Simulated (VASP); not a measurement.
# Cs (Im-3m) in VASP: further runs

Cs is run at these levels: LDA; tasks: single point.

Program: VASP 6.6.1. These are calculated values, not measurements. Logs are shortened: lines on timing, memory, paths and dates and some standing lists are left out, and cuts for length are marked.

## Step 1: The cell of the first run

Symmetry: Im-3m, No. 229, cubic system. Conventional cell: a = 6.257 Å, b = 6.257 Å, c = 6.257 Å, α = 90.00°, β = 90.00°, γ = 90.00°.

## Step 2: Single point, LDA

INCAR reads:

```
SYSTEM = Cs
ALGO = Fast
EDIFF = 1E-6
ENCUT = 520
GGA = CA
ISIF = 2
ISMEAR = -1
LASPH = .True.
LCHARG = .False.
LREAL = .False.
LWAVE = .False.
NBANDS = 10
NELM = 60
PREC = Accurate
SIGMA = 0.05
```

KPOINTS reads:

```
k-points
0
Gamma
  6 6 6
  0 0 0
```

POSCAR reads:

```
Cs
1.0
   -3.1284650614      3.1284650614      3.1284650614
    3.1284650614     -3.1284650614      3.1284650614
    3.1284650614      3.1284650614     -3.1284650614
Cs
1
Direct
    0.0000000000      0.0000000000      0.0000000000
```

Potentials or basis: VASP PAW LDA potentials, release 64 (Cs_sv).

The run is started by

```console
$ cat potpaw_LDA.64/Cs_sv/POTCAR > POTCAR
$ mpirun -np 1 vasp_std > vasp.out
```

OUTCAR:

```text
SYSTEM = Cs
   EDIFF = 1E-6
   ENCUT = 520
   GGA = CA
   ISIF = 2
   ISMEAR = -1
   LASPH = .True.
   LREAL = .False.
   NELM = 60
   PREC = Accurate

 ion  position               nearest neighbor table
   1  0.000  0.000  0.000-

  LATTYP: Found a body centered cubic cell.
 ALAT       =     6.2569301228

  Lattice vectors:

 A1 = (  -3.1284650614,   3.1284650614,   3.1284650614)
 A2 = (   3.1284650614,  -3.1284650614,   3.1284650614)
 A3 = (   3.1284650614,   3.1284650614,  -3.1284650614)

Analysis of symmetry for initial positions (statically):
=====================================================================
 Subroutine PRICEL returns:
 Original cell was already a primitive cell.

 Routine SETGRP: Setting up the symmetry group for a
 body centered cubic supercell.

 Subroutine GETGRP returns: Found 48 space group operations
 (whereof 48 operations were pure point group operations)
 out of a pool of 48 trial point group operations.

The static configuration has the point symmetry O_h .

Analysis of symmetry for dynamics (positions and initial velocities):
=====================================================================
 Subroutine PRICEL returns:
 Original cell was already a primitive cell.

 Routine SETGRP: Setting up the symmetry group for a
 body centered cubic supercell.

 Subroutine GETGRP returns: Found 48 space group operations
 (whereof 48 operations were pure point group operations)
 out of a pool of 48 trial point group operations.

The dynamic configuration has the point symmetry O_h .

 Subroutine INISYM returns: Found 48 space group operations
 (whereof 48 operations are pure point group operations),
 and found     1 'primitive' translations

----------------------------------------------------------------------------------------

                                     Primitive cell

  volume of cell :     122.4768

  direct lattice vectors                    reciprocal lattice vectors
    -3.128465061  3.128465061  3.128465061     0.000000000  0.159822785  0.159822785
     3.128465061 -3.128465061  3.128465061     0.159822785  0.000000000  0.159822785
     3.128465061  3.128465061 -3.128465061     0.159822785  0.159822785  0.000000000

  length of vectors
     5.418660436  5.418660436  5.418660436     0.226023551  0.226023551  0.226023551

  position of ions in fractional coordinates (direct lattice)
     0.000000000  0.000000000  0.000000000

  ion indices of the primitive-cell ions
   primitive index   ion index
                 1           1

----------------------------------------------------------------------------------------

 KPOINTS: k-points

Automatic generation of k-mesh.
 Grid dimensions read from file:
 generate k-points for:    6    6    6

 Generating k-lattice:

  Cartesian coordinates                     Fractional coordinates (reciprocal lattice)
     0.000000000  0.026637131  0.026637131     0.166666667  0.000000000  0.000000000
     0.026637131  0.000000000  0.026637131     0.000000000  0.166666667  0.000000000
     0.026637131  0.026637131  0.000000000     0.000000000  0.000000000  0.166666667

  Length of vectors
     0.037670592  0.037670592  0.037670592

  Shift w.r.t. Gamma in fractional coordinates (k-lattice)
     0.000000000  0.000000000  0.000000000

 Subroutine IBZKPT returns following result:
 ===========================================

 Found     16 irreducible k-points:

 Following reciprocal coordinates:
            Coordinates               Weight
  0.000000  0.000000  0.000000      1.000000
  0.166667  0.000000  0.000000     12.000000
  0.333333  0.000000  0.000000     12.000000
  0.500000  0.000000  0.000000      6.000000
  0.166667  0.166667  0.000000     24.000000
  0.333333  0.166667  0.000000     48.000000
[... 8 lines left out ...]
  0.500000  0.500000  0.333333     12.000000
  0.500000  0.500000  0.500000      1.000000
   k-points           NKPTS =     16   k-points in BZ     NKDIM =     16   number of bands    NBANDS=     10
   number of dos      NEDOS =    301   number of ions     NIONS =      1
   total plane-waves  NPLWV =  64000
   dimension x,y,z NGX =    40 NGY =   40 NGZ =   40
   dimension x,y,z NGXF=    80 NGYF=   80 NGZF=   80
   ions per type =               1
   NGX,Y,Z   is equivalent  to a cutoff of  12.27, 12.27, 12.27 a.u.
   NGXF,Y,Z  is equivalent  to a cutoff of  24.54, 24.54, 24.54 a.u.
 SYSTEM =  Cs
   PREC   = accura    normal or accurate (medium, high low for compatibility)
   ISTART =      0    job   : 0-new  1-cont  2-samecut
   ICHARG =      2    charge: 1-file 2-atom 10-const
   ISPIN  =      1    spin polarized calculation?
   LNONCOLLINEAR =      F non collinear calculations
   LSORBIT =      F    spin-orbit coupling
   LASPH  =      T    aspherical Exc in radial PAW
   ENCUT  =  520.0 eV  38.22 Ry    6.18 a.u.  10.08 10.08 10.08*2*pi/ulx,y,z
   NELM   =     60;   NELMIN=  2; NELMDL= -5     # of ELM steps
   EDIFF  = 0.1E-05   stopping-criterion for ELM
   LREAL  =      F    real-space projection
   EDIFFG = 0.1E-04   stopping-criterion for IOM
   NSW    =      0    number of steps for IOM
   IBRION =     -1    ionic relax: 0-MD 1-quasi-New 2-CG
   NFREE  =      0    steps in history (QN), initial steepest desc. (CG)
   ISIF   =      2    stress and relaxation
   ISYM   =      2    0-nonsym 1-usesym 2-fastsym
   POTIM  = 0.5000    time-step for ionic-motion
   TEBEG  =    0.0;   TEEND  =   0.0 temperature during run
   PSTRESS=    0.0 pullay stress
   NELECT =       9.0000    total number of electrons
   NUPDOWN=      -1.0000    fix difference up-down
   EMIN   =  10.00;   EMAX   =-10.00  energy-range for DOS
   EFERMI =   0.00;   METHOD = LEGACY
   ISMEAR =    -1;   SIGMA  =   0.05  broadening in eV -4-tet -1-fermi 0-gaus
   EFERMI_NEDOS =   21; number of points for ismear=-14 and -15
   IALGO  =     68    algorithm
   IMIX   =      4    mixing-type and parameters
     AMIX     =   0.40;   BMIX     =  1.00
     AMIX_MAG =   1.60;   BMIX_MAG =  1.00
  volume/ion in A,a.u.               =     122.48       826.51
  Fermi-wavevector in a.u.,A,eV,Ry     =   0.685706  1.295796  6.397353  0.470192
  Thomas-Fermi vector in A             =   1.765724
   LORBIT       =      0    0 simple, 1 ext, 2 COOP (PROOUT), +10 PAW based schemes
   GGA     = CA    functional components
   LHFCALC =     F    Hartree Fock is set to
   AEXX    =    0.0000 exact exchange contribution
   IVDW    =     0    specifies the selected vdW correction
   LEPSILON=     F    determine dielectric tensor
   LRPA    =     F    only Hartree local field effects (RPA)
 non-spin polarized calculation
 RMM-DIIS sequential band-by-band and
  energy-cutoff  :      520.00
  volume of cell :      122.48
 maximum number of plane-waves:      3322
   NGX = 21   NGY = 21   NGZ = 21

 number of electron       8.9999999 magnetization

 Free energy of the ion-electron system (eV)
  ---------------------------------------------------
  ext. energy  EPLUGINS =         0.00000000
  ---------------------------------------------------
  free energy    TOTEN  =        -0.95010332 eV

  energy without entropy =       -0.93189889  energy(sigma->0) =       -0.94100111

 E-fermi :   0.1410     XC(G=0):  -5.3842

 val. band max:        0.0241733167   @ k =   0.1667   0.1667   0.1667
 cond. band min:       0.1593470155   @ k =   0.3333   0.1667   0.0000
 fundamental gap:      0.1351736987
 Fermi energy:         0.1410493275

 k-point     1 :       0.0000    0.0000    0.0000
  band No.  band energies     occupation
      1     -23.7279      2.00000
      2     -10.4714      2.00000
      3     -10.4714      2.00000
      4     -10.4714      2.00000
      5      -1.4810      2.00000
      6       2.5159      0.00000
      7       2.5159      0.00000
      8       2.5159      0.00000
      9       3.3623      0.00000
     10       3.3623      0.00000

 k-point     2 :       0.1667    0.0000    0.0000
  band No.  band energies     occupation
      1     -23.7266      2.00000
      2     -10.5005      2.00000
      3     -10.4811      2.00000
      4     -10.4714      2.00000
      5      -1.1959      2.00000
      6       2.2123      0.00000
      7       2.2621      0.00000
      8       2.8012      0.00000
      9       3.1475      0.00000
     10       3.3413      0.00000

 k-point     3 :       0.3333    0.0000    0.0000
  band No.  band energies     occupation
      1     -23.7241      2.00000
      2     -10.5572      2.00000
      3     -10.5003      2.00000
      4     -10.4714      2.00000
      5      -0.4545      1.99999
      6       1.4823      0.00000
      7       1.8913      0.00000
      8       3.2613      0.00000
      9       3.4726      0.00000
     10       3.6201      0.00000

 k-point     4 :       0.5000    0.0000    0.0000
  band No.  band energies     occupation
      1     -23.7229      2.00000
      2     -10.5848      2.00000
      3     -10.5098      2.00000
      4     -10.4713      2.00000
      5       0.1755      0.66819
      6       1.0135      0.00000
      7       1.7436      0.00000
      8       3.1416      0.00000
      9       3.7503      0.00000
     10       4.4221      0.00000

 k-point     5 :       0.1667    0.1667    0.0000
  band No.  band energies     occupation
      1     -23.7248      2.00000
      2     -10.5391      2.00000
      3     -10.4931      2.00000
      4     -10.4781      2.00000
      5      -0.6721      2.00000
      6       1.7384      0.00000
      7       1.9186      0.00000
      8       3.0528      0.00000
      9       3.3117      0.00000
     10       3.6060      0.00000

 k-point     6 :       0.3333    0.1667    0.0000
  band No.  band energies     occupation
      1     -23.7229      2.00000
      2     -10.5706      2.00000
      3     -10.5155      2.00000
      4     -10.4804      2.00000
      5       0.1593      0.81904
      6       1.1776      0.00000
      7       1.6364      0.00000
      8       3.0847      0.00000
      9       3.5733      0.00000
     10       3.9972      0.00000

 k-point     7 :       0.3333    0.3333    0.0000
  band No.  band energies     occupation
      1     -23.7223      2.00000
      2     -10.5498      2.00000
      3     -10.5498      2.00000
      4     -10.4858      2.00000
      5       0.9393      0.00000
      6       1.0505      0.00000
      7       1.0505      0.00000
      8       3.1678      0.00000
      9       3.4994      0.00000
     10       3.4994      0.00000

 k-point     8 :       0.1667    0.1667    0.1667
  band No.  band energies     occupation
      1     -23.7234      2.00000
      2     -10.5610      2.00000
      3     -10.4970      2.00000
      4     -10.4970      2.00000
      5       0.0242      1.82387
      6       1.4286      0.00000
      7       1.4286      0.00000
      8       3.4089      0.00000
      9       3.6246      0.00000
     10       3.6248      0.00000

 k-point     9 :       0.3333    0.1667    0.1667
  band No.  band energies     occupation
      1     -23.7227      2.00000
      2     -10.5557      2.00000
      3     -10.5228      2.00000
      4     -10.4990      2.00000
      5       0.7631      0.00001
      6       1.0365      0.00000
      7       1.3373      0.00000
      8       2.6997      0.00000
      9       3.7321      0.00000
     10       3.8012      0.00000

 k-point    10 :      -0.1667    0.1667    0.1667
  band No.  band energies     occupation
      1     -23.7254      2.00000
      2     -10.5058      2.00000
      3     -10.4911      2.00000
      4     -10.4911      2.00000
      5      -0.9217      2.00000
      6       2.3051      0.00000
      7       2.3051      0.00000
      8       2.3132      0.00000
      9       2.8397      0.00000
     10       3.7163      0.00000

 k-point    11 :      -0.3333    0.3333    0.1667
  band No.  band energies     occupation
      1     -23.7231      2.00000
      2     -10.5521      2.00000
      3     -10.5109      2.00000
      4     -10.4934      2.00000
      5      -0.2043      1.99800
      6       1.4854      0.00000
      7       2.0928      0.00000
      8       2.5123      0.00000
      9       3.4584      0.00000
     10       3.5481      0.00000

 k-point    12 :       0.5000    0.5000    0.1667
  band No.  band energies     occupation
      1     -23.7219      2.00000
      2     -10.5770      2.00000
      3     -10.5208      2.00000
      4     -10.4923      2.00000
      5       0.4698      0.00279
      6       0.9655      0.00000
      7       1.9751      0.00000
      8       2.3640      0.00000
      9       3.5888      0.00000
     10       4.5202      0.00000

 k-point    13 :      -0.3333    0.5000    0.1667
  band No.  band energies     occupation
      1     -23.7214      2.00000
      2     -10.5631      2.00000
      3     -10.5380      2.00000
      4     -10.5009      2.00000
      5       0.5600      0.00046
      6       1.1389      0.00000
      7       1.6323      0.00000
      8       2.8306      0.00000
      9       3.1072      0.00000
     10       4.1540      0.00000

 k-point    14 :      -0.3333    0.3333    0.3333
  band No.  band energies     occupation
      1     -23.7210      2.00000
      2     -10.5464      2.00000
      3     -10.5321      2.00000
      4     -10.5321      2.00000
      5       0.3855      0.01494
      6       1.2392      0.00000
      7       2.4612      0.00000
      8       2.4612      0.00000
      9       2.6658      0.00000
     10       3.6927      0.00000

 k-point    15 :       0.5000    0.5000    0.3333
  band No.  band energies     occupation
      1     -23.7199      2.00000
      2     -10.5613      2.00000
      3     -10.5426      2.00000
      4     -10.5333      2.00000
      5       0.8886      0.00000
      6       0.9148      0.00000
      7       2.1229      0.00000
      8       2.5626      0.00000
      9       3.2027      0.00000
     10       4.3905      0.00000

 k-point    16 :       0.5000    0.5000    0.5000
  band No.  band energies     occupation
      1     -23.7189      2.00000
      2     -10.5534      2.00000
      3     -10.5534      2.00000
      4     -10.5534      2.00000
      5       0.8595      0.00000
      6       0.8595      0.00000
      7       2.9994      0.00000
      8       2.9994      0.00000
      9       2.9994      0.00000
     10       4.1334      0.00000

------------------------ aborting loop because EDIFF is reached ----------------------------------------

  FORCE on cell =-STRESS in cart. coord.  units (eV):
  Direction    XX          YY          ZZ          XY          YZ          ZX
  --------------------------------------------------------------------------------------
  -------------------------------------------------------------------------------------
  Total       -0.3054073     -0.3054073     -0.3054073     -0.0000000      0.0000000     -0.0000000
  in kB       -3.9951773     -3.9951773     -3.9951773     -0.0000000      0.0000000     -0.0000000
  external PRESSURE =      -3.9951773 kB  Pullay stress =       0.0000000 kB

 VOLUME and BASIS-vectors are now :
 -----------------------------------------------------------------------------
  energy-cutoff  :      520.00
  volume of cell :      122.48
      direct lattice vectors                 reciprocal lattice vectors
    -3.128465061  3.128465061  3.128465061     0.000000000  0.159822785  0.159822785
     3.128465061 -3.128465061  3.128465061     0.159822785  0.000000000  0.159822785
     3.128465061  3.128465061 -3.128465061     0.159822785  0.159822785  0.000000000

 POSITION                                       TOTAL-FORCE (eV/Angst)
 -----------------------------------------------------------------------------------
      0.00000      0.00000      0.00000        -0.000000     -0.000000     -0.000000
 -----------------------------------------------------------------------------------
    total drift:                               -0.000000     -0.000000     -0.000000

  FREE ENERGIE OF THE ION-ELECTRON SYSTEM (eV)
  ---------------------------------------------------
  free  energy   TOTEN  =        -0.9501033215 eV

  energy  without entropy=       -0.9318988931  energy(sigma->0) =       -0.94100111
```

It took 14 s on 1 thread of Intel Xeon Platinum 8375C at 2.90GHz (Ice Lake), shared host; peak memory 0.19 GiB.

Results:

```
Free energy : -0.9501 eV
Pressure    : -0.4 GPa
```

Caveat: spin-orbit coupling is left out, which moves the levels of the heavy elements.

[end of part 1 of 2]
